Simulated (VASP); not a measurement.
# C (R-3m) in VASP: a series of runs

C is run at these levels: LDA; tasks: single point.

Program: VASP 6.6.1. These are calculated values, not measurements. Logs are shortened: lines on timing, memory, paths and dates and some standing lists are left out, and cuts for length are marked.

### Step 1. The cell of the first run

It takes space group R-3m (No. 166, trigonal). The conventional cell has a = 2.517 Å, b = 2.517 Å, c = 10.041 Å, α = 90.00°, β = 90.00°, γ = 120.00°. C (site symmetry 3m) has 3 C at 1.45 Å within 1.9 Å.

### Step 2. Single point, LDA (strain +0.025 along x and y, +0.000 along z)

Input file INCAR:

```
SYSTEM = C
  PREC = Accurate
  ENCUT = 520
  EDIFF = 1E-6
  ISMEAR = 0
  SIGMA = 0.05
  LREAL = .False.
  LASPH = .True.
  NELM = 60
  ALGO = Normal
  ISIF = 2
  LWAVE = .False.
  LCHARG = .False.
  NBANDS = 11
```

Input file KPOINTS:

```
regular mesh
0
Gamma
  12 12 12
  0 0 0
```

Input file POSCAR:

```
C
1.0
    1.2587270051      0.7267263753      3.3470108394
   -1.2587270051      0.7267263753      3.3470108394
    0.0000000000     -1.4534527505      3.3470108394
C
2
Direct
    0.1640000000      0.1640000000      0.1640000000
    0.8360000000      0.8360000000      0.8360000000
```

Potentials or basis: VASP PAW LDA potentials, release 64 (C).

Command:

```sh
> cat potpaw_LDA.64/C/POTCAR > POTCAR
> mpirun -np 1 vasp_std > vasp.out
```

OUTCAR:

```text
SYSTEM = C
   PREC = Accurate
   ENCUT = 520
   EDIFF = 1E-6
   ISMEAR = 0
   LREAL = .False.
   LASPH = .True.
   NELM = 60
   ISIF = 2

 ion  position               nearest neighbor table
   1  0.164  0.164  0.164-   2 1.45   2 1.45   2 1.45
   2  0.836  0.836  0.836-   1 1.45   1 1.45   1 1.45

  LATTYP: Found a trigonal (rhomboedric) cell.
 ALAT       =     3.6489733429
 COS(alpha) =     0.7620138332

  Lattice vectors:

 A1 = (   1.2587270051,   0.7267263753,   3.3470108394)
 A2 = (  -1.2587270051,   0.7267263753,   3.3470108394)
 A3 = (   0.0000000000,  -1.4534527505,   3.3470108394)

Analysis of symmetry for initial positions (statically):
=====================================================================
 Subroutine PRICEL returns:
 Original cell was already a primitive cell.

 Routine SETGRP: Setting up the symmetry group for a
 trigonal (rhombohedral) supercell.

 Subroutine GETGRP returns: Found 12 space group operations
 (whereof 12 operations were pure point group operations)
 out of a pool of 12 trial point group operations.

The static configuration has the point symmetry D_3d.

Analysis of symmetry for dynamics (positions and initial velocities):
=====================================================================
 Subroutine PRICEL returns:
 Original cell was already a primitive cell.

 Routine SETGRP: Setting up the symmetry group for a
 trigonal (rhombohedral) supercell.

 Subroutine GETGRP returns: Found 12 space group operations
 (whereof 12 operations were pure point group operations)
 out of a pool of 12 trial point group operations.

The dynamic configuration has the point symmetry D_3d.

 Subroutine INISYM returns: Found 12 space group operations
 (whereof 12 operations are pure point group operations),
 and found     1 'primitive' translations

----------------------------------------------------------------------------------------

                                     Primitive cell

  volume of cell :      18.3701

  direct lattice vectors                    reciprocal lattice vectors
     1.258727005  0.726726375  3.347010839     0.397226720  0.229338954  0.099591352
    -1.258727005  0.726726375  3.347010839    -0.397226720  0.229338954  0.099591352
     0.000000000 -1.453452750  3.347010839     0.000000000 -0.458677908  0.099591352

  length of vectors
     3.648973343  3.648973343  3.648973343     0.469365381  0.469365381  0.469365380

  position of ions in fractional coordinates (direct lattice)
     0.164000000  0.164000000  0.164000000
     0.836000000  0.836000000  0.836000000

  ion indices of the primitive-cell ions
   primitive index   ion index
                 1           1
                 2           2

----------------------------------------------------------------------------------------

 KPOINTS: regular mesh

Automatic generation of k-mesh.
 Grid dimensions read from file:
 generate k-points for:   12   12   12

 Generating k-lattice:

  Cartesian coordinates                     Fractional coordinates (reciprocal lattice)
     0.033102227  0.019111579  0.008299279     0.083333333  0.000000000 -0.000000000
    -0.033102227  0.019111579  0.008299279     0.000000000  0.083333333 -0.000000000
     0.000000000 -0.038223159  0.008299279     0.000000000  0.000000000  0.083333333

  Length of vectors
     0.039113782  0.039113782  0.039113782

  Shift w.r.t. Gamma in fractional coordinates (k-lattice)
     0.000000000  0.000000000  0.000000000

 Subroutine IBZKPT returns following result:
 ===========================================

 Found    189 irreducible k-points:

 Following reciprocal coordinates:
            Coordinates               Weight
  0.000000  0.000000  0.000000      1.000000
  0.083333  0.000000  0.000000      6.000000
  0.166667  0.000000  0.000000      6.000000
  0.250000  0.000000  0.000000      6.000000
  0.333333 -0.000000  0.000000      6.000000
  0.416667  0.000000  0.000000      6.000000
[... 16 lines left out ...]
  0.500000  0.166667  0.000000     12.000000
 -0.416667  0.166667  0.000000     12.000000
 [... further k-points ...]
   k-points           NKPTS =    189   k-points in BZ     NKDIM =    189   number of bands    NBANDS=     11
   number of dos      NEDOS =    301   number of ions     NIONS =      2
   total plane-waves  NPLWV =  21952
   dimension x,y,z NGX =    28 NGY =   28 NGZ =   28
   dimension x,y,z NGXF=    56 NGYF=   56 NGZF=   56
   ions per type =               2
   NGX,Y,Z   is equivalent  to a cutoff of  12.76, 12.76, 12.76 a.u.
   NGXF,Y,Z  is equivalent  to a cutoff of  25.51, 25.51, 25.51 a.u.
 SYSTEM =  C
   PREC   = accura    normal or accurate (medium, high low for compatibility)
   ISTART =      0    job   : 0-new  1-cont  2-samecut
   ICHARG =      2    charge: 1-file 2-atom 10-const
   ISPIN  =      1    spin polarized calculation?
   LNONCOLLINEAR =      F non collinear calculations
   LSORBIT =      F    spin-orbit coupling
   LASPH  =      T    aspherical Exc in radial PAW
   ENCUT  =  520.0 eV  38.22 Ry    6.18 a.u.   6.78  6.78  6.78*2*pi/ulx,y,z
   NELM   =     60;   NELMIN=  2; NELMDL= -5     # of ELM steps
   EDIFF  = 0.1E-05   stopping-criterion for ELM
   LREAL  =      F    real-space projection
   EDIFFG = 0.1E-04   stopping-criterion for IOM
   NSW    =      0    number of steps for IOM
   IBRION =     -1    ionic relax: 0-MD 1-quasi-New 2-CG
   NFREE  =      0    steps in history (QN), initial steepest desc. (CG)
   ISIF   =      2    stress and relaxation
   ISYM   =      2    0-nonsym 1-usesym 2-fastsym
   POTIM  = 0.5000    time-step for ionic-motion
   TEBEG  =    0.0;   TEEND  =   0.0 temperature during run
   PSTRESS=    0.0 pullay stress
   NELECT =       8.0000    total number of electrons
   NUPDOWN=      -1.0000    fix difference up-down
   EMIN   =  10.00;   EMAX   =-10.00  energy-range for DOS
   EFERMI =   0.00;   METHOD = LEGACY
   ISMEAR =     0;   SIGMA  =   0.05  broadening in eV -4-tet -1-fermi 0-gaus
   EFERMI_NEDOS =   21; number of points for ismear=-14 and -15
   IALGO  =     38    algorithm
   IMIX   =      4    mixing-type and parameters
     AMIX     =   0.40;   BMIX     =  1.00
     AMIX_MAG =   1.60;   BMIX_MAG =  1.00
  volume/ion in A,a.u.               =       9.19        61.98
  Fermi-wavevector in a.u.,A,eV,Ry     =   1.240894  2.344949 20.950481  1.539817
  Thomas-Fermi vector in A             =   2.375315
   LORBIT       =      0    0 simple, 1 ext, 2 COOP (PROOUT), +10 PAW based schemes
   GGA     = CA    functional components
   LHFCALC =     F    Hartree Fock is set to
   AEXX    =    0.0000 exact exchange contribution
   IVDW    =     0    specifies the selected vdW correction
   LEPSILON=     F    determine dielectric tensor
   LRPA    =     F    only Hartree local field effects (RPA)
 non-spin polarized calculation
 Gauss-broadening in eV      SIGMA  =   0.05
  energy-cutoff  :      520.00
  volume of cell :       18.37
 maximum number of plane-waves:       517
   NGX = 13   NGY = 13   NGZ = 13

 number of electron       8.0000000 magnetization

 Free energy of the ion-electron system (eV)
  ---------------------------------------------------
  ext. energy  EPLUGINS =         0.00000000
  ---------------------------------------------------
  free energy    TOTEN  =       -20.09504131 eV

  energy without entropy =      -20.09504131  energy(sigma->0) =      -20.09504131

 E-fermi :   4.0327     XC(G=0): -10.6420

 val. band max:        3.7909798480   @ k =  -0.3333   0.3333   0.0000
 cond. band min:       4.5847384865   @ k =  -0.3333   0.3333   0.0000
 fundamental gap:      0.7937586384
 Fermi energy:         4.0327150244

 k-point     1 :       0.0000    0.0000    0.0000
  band No.  band energies     occupation
      1     -14.7441      2.00000
      2      -1.8648      2.00000
      3       1.2146      2.00000
      4       1.2146      2.00000
      5       8.2827      0.00000
      6      12.1090      0.00000
      7      12.1090      0.00000
      8      14.7516      0.00000
      9      15.7411      0.00000
     10      25.8020      0.00000
     11      29.2169      0.00000

 k-point     2 :       0.0833    0.0000    0.0000
  band No.  band energies     occupation
      1     -14.5827      2.00000
      2      -1.7082      2.00000
      3       0.5947      2.00000
      4       0.9006      2.00000
      5       8.5075      0.00000
      6      12.1700      0.00000
      7      12.7542      0.00000
      8      14.2473      0.00000
      9      16.0402      0.00000
     10      26.2836      0.00000
     11      27.7565      0.00000

 k-point     3 :       0.1667    0.0000    0.0000
  band No.  band energies     occupation
      1     -14.1007      2.00000
      2      -1.2552      2.00000
      3      -0.9545      2.00000
      4       0.1624      2.00000
      5       9.1606      0.00000
      6      12.0902      0.00000
      7      12.9439      0.00000
      8      14.4633      0.00000
      9      16.9840      0.00000
     10      25.1128      0.00000
     11      27.4417      0.00000

 k-point     4 :       0.2500    0.0000    0.0000
  band No.  band energies     occupation
      1     -13.3051      2.00000
      2      -2.9872      2.00000
      3      -0.6605      2.00000
      4      -0.4651      2.00000
      5       9.9281      0.00000
      6      11.3339      0.00000
      7      11.9359      0.00000
      8      16.8142      0.00000
      9      18.2651      0.00000
     10      23.0244      0.00000
     11      25.6478      0.00000
[... 239 lines left out ...]
 k-point    22 :       0.4167    0.1667   -0.0000
  band No.  band energies     occupation
      1     -11.6988      2.00000
      2      -5.0019      2.00000
      3      -2.9447      2.00000
      4       0.6388      2.00000
      5       8.3222      0.00000
      6      13.2891      0.00000
      7      14.0597      0.00000
      8      16.1723      0.00000
      9      18.8340      0.00000
     10      22.3225      0.00000
     11      24.9781      0.00000

 k-point    23 :       0.5000    0.1667    0.0000
  band No.  band energies     occupation
      1     -10.3598      2.00000
      2      -6.8535      2.00000
      3      -3.4881      2.00000
      4       1.8648      2.00000
      5       6.7294      0.00000
      6      13.7999      0.00000
      7      14.7082      0.00000
      8      16.8820      0.00000
      9      18.6365      0.00000
     10      21.9036      0.00000
     11      25.5493      0.00000

 k-point    24 :      -0.4167    0.1667    0.0000
  band No.  band energies     occupation
      1      -9.2304      2.00000
      2      -8.1769      2.00000
      3      -3.6664      2.00000
      4       2.8738      2.00000
      5       5.6503      0.00000
      6      13.7256      0.00000
      7      15.2363      0.00000
      8      16.0499      0.00000
      9      19.1647      0.00000
     10      22.3170      0.00000
     11      25.9372      0.00000

 [... further k-points ...]
[... 5 lines left out ...]
  --------------------------------------------------------------------------------------
  -------------------------------------------------------------------------------------
  Total       -3.6861726     -3.6861726     -0.1029493      0.0000000     -0.0000000      0.0000000
  in kB     -321.4958810   -321.4958811     -8.9788976      0.0000000     -0.0000000      0.0000000
  external PRESSURE =    -217.3235532 kB  Pullay stress =       0.0000000 kB

 VOLUME and BASIS-vectors are now :
 -----------------------------------------------------------------------------
  energy-cutoff  :      520.00
  volume of cell :       18.37
      direct lattice vectors                 reciprocal lattice vectors
     1.258727005  0.726726375  3.347010839     0.397226720  0.229338954  0.099591352
    -1.258727005  0.726726375  3.347010839    -0.397226720  0.229338954  0.099591352
     0.000000000 -1.453452750  3.347010839     0.000000000 -0.458677908  0.099591352

 POSITION                                       TOTAL-FORCE (eV/Angst)
 -----------------------------------------------------------------------------------
      0.00000      0.00000      1.64673         0.000000      0.000000      0.887275
      0.00000      0.00000      8.39430         0.000000     -0.000000     -0.887275
 -----------------------------------------------------------------------------------
    total drift:                                0.000000     -0.000000      0.000000

  FREE ENERGIE OF THE ION-ELECTRON SYSTEM (eV)
  ---------------------------------------------------
  free  energy   TOTEN  =       -20.0950413122 eV

  energy  without entropy=      -20.0950413122  energy(sigma->0) =      -20.09504131
```

Wall time 30 s (1 thread of AMD EPYC 9R45 (Zen 5), shared host); peak memory 0.12 GiB.

Results:

```
Free energy            : -20.0950 eV
Pressure               : -21.7 GPa
Largest force          : 0.887 eV/Å
Band gap on the k mesh : 0.79 eV, direct
```

Forces in eV/Å, atoms in the order of the input:
```
C    0.000  0.000  0.887
C    0.000  0.000 -0.887
```

Stress tensor (GPa, compression positive):
```
-32.15   0.00   0.00
  0.00 -32.15   0.00
  0.00   0.00  -0.90
```

Caveat: the cell differs from its parent crystal (strain +0.025 along x and y, +0.000 along z). A k mesh can miss the band edges.

### Step 3. Single point, LDA (strain +0.050 along x and y, -0.025 along z)

Input file INCAR:

```
PREC = Accurate ; ENCUT = 520
EDIFF = 1E-7 ; ISMEAR = 0
SIGMA = 0.05 ; LREAL = F
LASPH = T ; NELM = 100
ALGO = Normal ; ISIF = 2
LWAVE = F ; LCHARG = F
GGA = CA ; NBANDS = 11
```

Input file KPOINTS:

```
Automatic mesh
0
Gamma
  12 12 12
```

Input file POSCAR:

```
C
1.0
    1.2894276638      0.7444514088      3.2633355684
   -1.2894276638      0.7444514088      3.2633355684
    0.0000000000     -1.4889028176      3.2633355684
C
2
Direct
    0.1640000000      0.1640000000      0.1640000000
    0.8360000000      0.8360000000      0.8360000000
```

Potentials or basis: VASP PAW LDA potentials, release 64 (C).

Command:

```sh
> cat potpaw_LDA.64/C/POTCAR > POTCAR
> mpirun -np 1 vasp_std > vasp.out
```

It took 32 s on 1 thread of AMD EPYC 9R45 (Zen 5), shared host; peak memory 0.12 GiB.

The run converged. Its results:

```
Free energy            : -19.8512 eV
Pressure               : -36.7 GPa
Largest force          : 0.829 eV/Å
Band gap on the k mesh : 0.93 eV, direct
```

Forces in eV/Å, atoms in the order of the input:
```
C    0.000  0.000  0.829
C    0.000  0.000 -0.829
```

Stress tensor (GPa, compression positive):
```
-55.07   0.00   0.00
  0.00 -55.07   0.00
  0.00   0.00   0.05
```

Levels at points of the mesh, in eV from the valence-band top:
```tsv
k point	band 1	band 2	band 3	band 4	band 5	band 6	band 7	band 8
(0.00, 0.00, 0.00)	-17.95	-4.94	-2.50	-2.50	5.08	7.95	7.95	10.22
(0.50, 0.00, 0.00)	-13.13	-11.86	-5.45	-1.10	2.23	6.93	12.13	12.46
(0.50, 0.50, 0.00)	-12.97	-11.74	-5.54	-2.12	1.71	6.43	12.73	15.63
(0.50, 0.50, 0.50)	-17.53	-7.41	-2.54	-2.54	7.90	7.90	10.26	10.40
```

Caveat: the cell differs from its parent crystal (strain +0.050 along x and y, -0.025 along z). A k mesh can miss the band edges.

(Continued in part 2 of 2.)
